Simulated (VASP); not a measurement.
# Ag in VASP: single point with PBE

Aim: the single point of Ag with PBE.

Program: VASP 6.6.1. These are calculated values, not measurements. Logs are shortened: lines on timing, memory, paths and dates and some standing lists are left out, and cuts for length are marked.

### Step 1. The cell of the first run

The typed cell holds 1 atom: a = 2.809 Å, b = 2.809 Å, c = 3.243 Å, α = 54.73°, β = 54.73°, γ = 70.53°.

### Step 2. Single point, PBE

File INCAR:

```
SYSTEM = Ag
ALGO = Fast
EDIFF = 1E-6
ENCUT = 520
GGA = PE
ISIF = 2
ISMEAR = 0
LASPH = .TRUE.
LCHARG = .FALSE.
LREAL = .FALSE.
LWAVE = .FALSE.
NBANDS = 12
NELM = 80
PREC = Accurate
SIGMA = 0.15
```

File KPOINTS:

```
k-points
0
G
  22 22 22
  0 0 0
```

File POSCAR:

```
Ag
1.0
    0.0000000000      2.2934176608      1.6214462862
    2.2934176608      0.0000000000      1.6214462862
    2.2934176608      2.2934176608      0.0000000000
Ag
1
Direct
    0.0000000000      0.0000000000      0.0000000000
```

Potentials or basis: VASP PAW PBE potentials, release 64 (Ag).

Command:

```console
cat potpaw_PBE.64/Ag/POTCAR > POTCAR
mpirun -np 1 vasp_std > vasp.out
```

OUTCAR:

```text
SYSTEM = Ag
   EDIFF = 1E-6
   ENCUT = 520
   GGA = PE
   ISIF = 2
   ISMEAR = 0
   LASPH = .TRUE.
   LREAL = .FALSE.
   NELM = 80
   PREC = Accurate

 ion  position               nearest neighbor table
   1  0.000  0.000  0.000-

  LATTYP: Found a body centered tetragonal cell.
 ALAT       =     3.2433823601
 C/A-ratio  =     0.9998489886

  Lattice vectors:

 A1 = (   0.0000000000,  -2.2934176608,  -1.6214462862)
 A2 = (   0.0000000000,   2.2934176608,  -1.6214462862)
 A3 = (   2.2934176608,   0.0000000000,   1.6214462862)

Analysis of symmetry for initial positions (statically):
=====================================================================
 Subroutine PRICEL returns:
 Original cell was already a primitive cell.

 Routine SETGRP: Setting up the symmetry group for a
 body centered tetragonal supercell.

 Subroutine GETGRP returns: Found 16 space group operations
 (whereof 16 operations were pure point group operations)
 out of a pool of 16 trial point group operations.

The static configuration has the point symmetry D_4h.

Analysis of symmetry for dynamics (positions and initial velocities):
=====================================================================
 Subroutine PRICEL returns:
 Original cell was already a primitive cell.

 Routine SETGRP: Setting up the symmetry group for a
 body centered tetragonal supercell.

 Subroutine GETGRP returns: Found 16 space group operations
 (whereof 16 operations were pure point group operations)
 out of a pool of 16 trial point group operations.

The dynamic configuration has the point symmetry D_4h.

 Subroutine INISYM returns: Found 16 space group operations
 (whereof 16 operations are pure point group operations),
 and found     1 'primitive' translations

----------------------------------------------------------------------------------------

                                     Primitive cell

  volume of cell :      17.0569

  direct lattice vectors                    reciprocal lattice vectors
     0.000000000  2.293417661  1.621446286    -0.218015239  0.218015239  0.308366675
     2.293417661  0.000000000  1.621446286     0.218015239 -0.218015239  0.308366675
     2.293417661  2.293417661  0.000000000     0.218015239  0.218015239 -0.308366675

  length of vectors
     2.808710136  2.808710136  3.243382360     0.436063407  0.436063407  0.436063407

  position of ions in fractional coordinates (direct lattice)
     0.000000000  0.000000000  0.000000000

  ion indices of the primitive-cell ions
   primitive index   ion index
                 1           1

----------------------------------------------------------------------------------------

 KPOINTS: k-points

Automatic generation of k-mesh.
 Grid dimensions read from file:
 generate k-points for:   22   22   22

 Generating k-lattice:

  Cartesian coordinates                     Fractional coordinates (reciprocal lattice)
    -0.009909784  0.009909784  0.014016667     0.045454545  0.000000000  0.000000000
     0.009909784 -0.009909784  0.014016667     0.000000000  0.045454545  0.000000000
     0.009909784  0.009909784 -0.014016667     0.000000000  0.000000000  0.045454545

  Length of vectors
     0.019821064  0.019821064  0.019821064

  Shift w.r.t. Gamma in fractional coordinates (k-lattice)
     0.000000000  0.000000000  0.000000000

 Subroutine IBZKPT returns following result:
 ===========================================

 Found    834 irreducible k-points:

 Following reciprocal coordinates:
            Coordinates               Weight
  0.000000  0.000000  0.000000      1.000000
  0.045455 -0.000000  0.000000      8.000000
  0.090909 -0.000000  0.000000      8.000000
  0.136364 -0.000000  0.000000      8.000000
  0.181818  0.000000  0.000000      8.000000
  0.227273 -0.000000  0.000000      8.000000
[... 16 lines left out ...]
  0.500000  0.045455  0.000000      8.000000
 -0.454545  0.045455  0.000000      8.000000
 [... further k-points ...]
   k-points           NKPTS =    834   k-points in BZ     NKDIM =    834   number of bands    NBANDS=     12
   number of dos      NEDOS =    301   number of ions     NIONS =      1
   total plane-waves  NPLWV =  13824
   dimension x,y,z NGX =    24 NGY =   24 NGZ =   24
   dimension x,y,z NGXF=    48 NGYF=   48 NGZF=   48
   ions per type =               1
   NGX,Y,Z   is equivalent  to a cutoff of  14.21, 14.21, 12.30 a.u.
   NGXF,Y,Z  is equivalent  to a cutoff of  28.41, 28.41, 24.60 a.u.
 SYSTEM =  Ag
   PREC   = accura    normal or accurate (medium, high low for compatibility)
   ISTART =      0    job   : 0-new  1-cont  2-samecut
   ICHARG =      2    charge: 1-file 2-atom 10-const
   ISPIN  =      1    spin polarized calculation?
   LNONCOLLINEAR =      F non collinear calculations
   LSORBIT =      F    spin-orbit coupling
   LASPH  =      T    aspherical Exc in radial PAW
   ENCUT  =  520.0 eV  38.22 Ry    6.18 a.u.   5.22  5.22  6.03*2*pi/ulx,y,z
   NELM   =     80;   NELMIN=  2; NELMDL= -5     # of ELM steps
   EDIFF  = 0.1E-05   stopping-criterion for ELM
   LREAL  =      F    real-space projection
   EDIFFG = 0.1E-04   stopping-criterion for IOM
   NSW    =      0    number of steps for IOM
   IBRION =     -1    ionic relax: 0-MD 1-quasi-New 2-CG
   NFREE  =      0    steps in history (QN), initial steepest desc. (CG)
   ISIF   =      2    stress and relaxation
   ISYM   =      2    0-nonsym 1-usesym 2-fastsym
   POTIM  = 0.5000    time-step for ionic-motion
   TEBEG  =    0.0;   TEEND  =   0.0 temperature during run
   PSTRESS=    0.0 pullay stress
   NELECT =      11.0000    total number of electrons
   NUPDOWN=      -1.0000    fix difference up-down
   EMIN   =  10.00;   EMAX   =-10.00  energy-range for DOS
   EFERMI =   0.00;   METHOD = LEGACY
   ISMEAR =     0;   SIGMA  =   0.15  broadening in eV -4-tet -1-fermi 0-gaus
   EFERMI_NEDOS =   21; number of points for ismear=-14 and -15
   IALGO  =     68    algorithm
   IMIX   =      4    mixing-type and parameters
     AMIX     =   0.40;   BMIX     =  1.00
     AMIX_MAG =   1.60;   BMIX_MAG =  1.00
  volume/ion in A,a.u.               =      17.06       115.11
  Fermi-wavevector in a.u.,A,eV,Ry     =   1.414402  2.672832 27.218893  2.000532
  Thomas-Fermi vector in A             =   2.535948
   LORBIT       =      0    0 simple, 1 ext, 2 COOP (PROOUT), +10 PAW based schemes
   GGA     = PE    functional components
   LHFCALC =     F    Hartree Fock is set to
   AEXX    =    0.0000 exact exchange contribution
   IVDW    =     0    specifies the selected vdW correction
   LEPSILON=     F    determine dielectric tensor
   LRPA    =     F    only Hartree local field effects (RPA)
 non-spin polarized calculation
 RMM-DIIS sequential band-by-band and
 Gauss-broadening in eV      SIGMA  =   0.15
  energy-cutoff  :      520.00
  volume of cell :       17.06
 maximum number of plane-waves:       472
 NGX is ok and might be reduce to    24
   NGX = 11   NGY = 11   NGZ = 13

 number of electron      10.9999999 magnetization

 Free energy of the ion-electron system (eV)
  ---------------------------------------------------
  ext. energy  EPLUGINS =         0.00000000
  ---------------------------------------------------
  free energy    TOTEN  =        -2.67145066 eV

  energy without entropy =       -2.66631855  energy(sigma->0) =       -2.66888460

 E-fermi :   8.4508     XC(G=0): -12.2071

 val. band max:        8.4414884990   @ k =   0.4545   0.1364   0.0455
 cond. band min:       8.4708196561   @ k =   0.5000   0.0455   0.3182
 fundamental gap:      0.0293311571
 Fermi energy:         8.4507533292

 k-point     1 :       0.0000    0.0000    0.0000
  band No.  band energies     occupation
      1       0.6679      2.00000
      2       3.5045      2.00000
      3       3.5052      2.00000
      4       3.5052      2.00000
      5       4.8380      2.00000
      6       4.8388      2.00000
      7      26.4105      0.00000
      8      26.4105      0.00000
      9      26.4131      0.00000
     10      32.7437      0.00000
     11      32.7753      0.00000
     12      32.7858      0.00000

 k-point     2 :       0.0455   -0.0000    0.0000
  band No.  band energies     occupation
      1       0.7367      2.00000
      2       3.4878      2.00000
      3       3.5079      2.00000
      4       3.5443      2.00000
      5       4.8194      2.00000
      6       4.8394      2.00000
      7      26.2515      0.00000
      8      26.3968      0.00000
      9      26.4598      0.00000
     10      31.4917      0.00000
     11      31.7273      0.00000
     12      32.2622      0.00000

 k-point     3 :       0.0909   -0.0000    0.0000
  band No.  band energies     occupation
      1       0.9382      2.00000
      2       3.4382      2.00000
      3       3.5163      2.00000
      4       3.6606      2.00000
      5       4.7688      2.00000
      6       4.8432      2.00000
      7      25.7015      0.00000
      8      26.2909      0.00000
      9      26.6024      0.00000
     10      30.5328      0.00000
     11      30.5580      0.00000
     12      31.1966      0.00000

 k-point     4 :       0.1364   -0.0000    0.0000
  band No.  band energies     occupation
      1       1.2549      2.00000
      2       3.3609      2.00000
      3       3.5363      2.00000
      4       3.8485      2.00000
      5       4.7057      2.00000
      6       4.8501      2.00000
      7      24.6439      0.00000
      8      25.9497      0.00000
      9      26.8222      0.00000
     10      29.7050      0.00000
     11      29.9301      0.00000
     12      30.0783      0.00000

 k-point     5 :       0.1818    0.0000    0.0000
  band No.  band energies     occupation
      1       1.6422      2.00000
      2       3.2634      2.00000
      3       3.5986      2.00000
      4       4.0987      2.00000
      5       4.6539      2.00000
      6       4.8606      2.00000
      7      23.1385      0.00000
      8      25.3279      0.00000
      9      27.0953      0.00000
     10      28.6182      0.00000
     11      29.2673      0.00000
     12      30.1920      0.00000
[... 228 lines left out ...]
      1       2.1335      2.00000
      2       2.8231      2.00000
      3       4.6622      2.00000
      4       4.8469      2.00000
      5       5.6193      2.00000
      6       7.1476      2.00000
      7      14.4720      0.00000
      8      22.1095      0.00000
      9      23.2033      0.00000
     10      28.6631      0.00000
     11      29.6656      0.00000
     12      32.4950      0.00000

 k-point    22 :       0.4545    0.0455    0.0000
  band No.  band energies     occupation
      1       2.0779      2.00000
      2       2.7802      2.00000
      3       4.7201      2.00000
      4       4.8385      2.00000
      5       5.7886      2.00000
      6       8.0936      1.99924
      7      13.1796      0.00000
      8      21.8627      0.00000
      9      22.7995      0.00000
     10      28.7364      0.00000
     11      29.8070      0.00000
     12      32.5079      0.00000

 k-point    23 :       0.5000    0.0455    0.0000
  band No.  band energies     occupation
      1       2.0578      2.00000
      2       2.7656      2.00000
      3       4.7483      2.00000
      4       4.8267      2.00000
      5       5.8479      2.00000
      6       8.5506      0.34660
      7      12.6084      0.00000
      8      21.7796      0.00000
      9      22.6610      0.00000
     10      28.7614      0.00000
     11      29.8629      0.00000
     12      32.4816      0.00000

 k-point    24 :      -0.4545    0.0455    0.0000
  band No.  band energies     occupation
      1       2.0779      2.00000
      2       2.7803      2.00000
      3       4.7206      2.00000
      4       4.8380      2.00000
      5       5.7886      2.00000
      6       8.0934      1.99925
      7      13.1799      0.00000
      8      21.8627      0.00000
      9      22.7993      0.00000
     10      28.7365      0.00000
     11      29.8072      0.00000
     12      32.5095      0.00000

 [... further k-points ...]

------------------------ aborting loop because EDIFF is reached ----------------------------------------

  FORCE on cell =-STRESS in cart. coord.  units (eV):
  Direction    XX          YY          ZZ          XY          YZ          ZX
  --------------------------------------------------------------------------------------
  -------------------------------------------------------------------------------------
  Total        0.5713198      0.5713198      0.5709320      0.0000000     -0.0000000     -0.0000000
  in kB       53.6649860     53.6649860     53.6285569      0.0000000     -0.0000000     -0.0000000
  external PRESSURE =      53.6528429 kB  Pullay stress =       0.0000000 kB

 VOLUME and BASIS-vectors are now :
 -----------------------------------------------------------------------------
  energy-cutoff  :      520.00
  volume of cell :       17.06
      direct lattice vectors                 reciprocal lattice vectors
     0.000000000  2.293417661  1.621446286    -0.218015239  0.218015239  0.308366675
     2.293417661  0.000000000  1.621446286     0.218015239 -0.218015239  0.308366675
     2.293417661  2.293417661  0.000000000     0.218015239  0.218015239 -0.308366675

 POSITION                                       TOTAL-FORCE (eV/Angst)
 -----------------------------------------------------------------------------------
      0.00000      0.00000      0.00000         0.000000      0.000000      0.000000
 -----------------------------------------------------------------------------------
    total drift:                               -0.000000      0.000000      0.000000

  FREE ENERGIE OF THE ION-ELECTRON SYSTEM (eV)
  ---------------------------------------------------
  free  energy   TOTEN  =        -2.6714506559 eV

  energy  without entropy=       -2.6663185460  energy(sigma->0) =       -2.66888460
```

It took 2.2 min on 1 thread of AMD EPYC 7R13 (Zen 3), shared host; peak memory 0.24 GiB.

Results:

* Free energy: -2.6715 eV
* Pressure: 5.4 GPa
